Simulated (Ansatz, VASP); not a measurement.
# Al4InFe2Ge4: VASP beside Ansatz

File INCAR:

```
SYSTEM = Al4InFe2Ge4
ALGO = Normal ; EDIFF = 1E-6
ENCUT = 520 ; GGA = PE
ISIF = 2 ; ISMEAR = -1
LASPH = .TRUE. ; LCHARG = .FALSE.
LREAL = .FALSE. ; LUSENCCL = .FALSE.
LWAVE = .FALSE. ; NBANDS = 60
NELM = 100 ; PREC = Accurate
SIGMA = 0.0276
```

KPOINTS

```
k-points
0
G
  6 6 4
  0 0 0
```

File POSCAR:

```
Al4InFe2Ge4
1.0
    0.0000000000      3.8432940000      0.0000000000
    7.1045910000     -1.9216470000      0.0000000000
    1.8841070000      0.0000000000     -6.1377310000
Al Fe In Ge
4 2 1 4
Direct
    0.3475400000      0.6950800000      0.9378500000
    0.6524600000      0.3049200000      0.0621500000
    0.5882300000      0.1764600000      0.6215400000
    0.4117700000      0.8235400000      0.3784600000
    0.2176300000      0.4352600000      0.3723800000
    0.7823700000      0.5647400000      0.6276200000
    0.0000000000      0.0000000000      0.0000000000
    0.0659000000      0.1318000000      0.3457900000
    0.9341000000      0.8682000000      0.6542100000
    0.2091300000      0.4182600000      0.7243500000
    0.7908700000      0.5817400000      0.2756500000
```

Input for Ansatz:

```yaml
crystal:
  lattice:
    - [0.0, 3.843294, 0.0]
    - [7.104591, -1.921647, 0.0]
    - [1.884107, 0.0, -6.137731]
  atoms:
    - { symbol: Al, position: [0.34754, 0.69508, 0.93785] }
    - { symbol: Al, position: [0.65246, 0.30492, 0.06215] }
    - { symbol: Al, position: [0.58823, 0.17646, 0.62154] }
    - { symbol: Al, position: [0.41177, 0.82354, 0.37846] }
    - { symbol: Fe, position: [0.21763, 0.43526, 0.37238] }
    - { symbol: Fe, position: [0.78237, 0.56474, 0.62762] }
    - { symbol: In, position: [0.0, 0.0, 0.0] }
    - { symbol: Ge, position: [0.0659, 0.1318, 0.34579] }
    - { symbol: Ge, position: [0.9341, 0.8682, 0.65421] }
    - { symbol: Ge, position: [0.20913, 0.41826, 0.72435] }
    - { symbol: Ge, position: [0.79087, 0.58174, 0.27565] }
  symmetry: { tolerance: 0.0003 }
kpoints:
  mp_grid: { grid: [6, 6, 4], shift: [0, 0, 0] }
  band_path:
    path:
      - [0.0, 0.0, 0.0]
      - [0.54002656, -0.27001328, 0.0]
      - [0.45997344, -0.72998672, 0.0]
      - [0.0, -0.5, 0.0]
      - [0.0, 0.0, 0.0]
      - [0.0, -0.5, -0.5]
      - [0.48596893, -0.74298447, -0.5]
      - [0.51403107, -0.25701553, -0.5]
      - [0.0, 0.0, -0.5]
      - [0.0, 0.0, 0.0]
      - [0.5, -0.5, -0.5]
    npoints: 6
magnetization:
  spin_polarized: false
scf:
  occupations: { method: fermi_dirac, width: 0.0276 }
  lower_state_search: "off"
  max_iter: 200
hamiltonian:
  pseudopotentials: { kind: paw }
  xc: pbe
basis:
  ecutwfc: 420
  fft_grid_basis: typed
output:
  forces: true
  stress: true
  eigenvalues: true
  bader: true
  populations: true
  elf: true
  write_potential: true
  volumetric_format: npy
  dos:
    e_range: [-12, 8]
    de: 0.05
    projected: { site_lists: { Al: [Al], Fe: [Fe], Ge: [Ge], In: [In] } }
checkpoint:
  read: saved_state
```

Alike in both runs: task single point; functional PBE; k mesh 6 × 6 × 4; occupations fermi-dirac, width 0.0276 eV; no spin polarisation.

|  | VASP | Ansatz |
| --- | --- | --- |
| version | VASP 6.6.1 | Ansatz 0.2.0 |
| potentials or method | VASP PAW PBE potentials, release 64 (Al, Fe, In_d, Ge_d), cutoff 520 eV | PAW plane waves |
| valence electrons in the cell | 97 | 113 |

Ansatz gave:

* pressure (GPa): 15.4
* traceless stress, the component that is largest in VASP (GPa): -3.48
* rms of the force components (eV/Å): 0.786

Task: Estimate VASP's values.

Result: Pressure (GPa): 15.5; traceless stress, the component that is largest in VASP (GPa): -3.48; rms of the force components (eV/Å): 0.795.

Atom by atom the forces differ by 0.012 eV/Å (rms over components). With one functional, cell and mesh, what is left measures potentials, basis and numerics. VASP's potentials hold 97 valence electrons a cell and Ansatz's 113, so a difference there can come from the potentials and not from the codes.
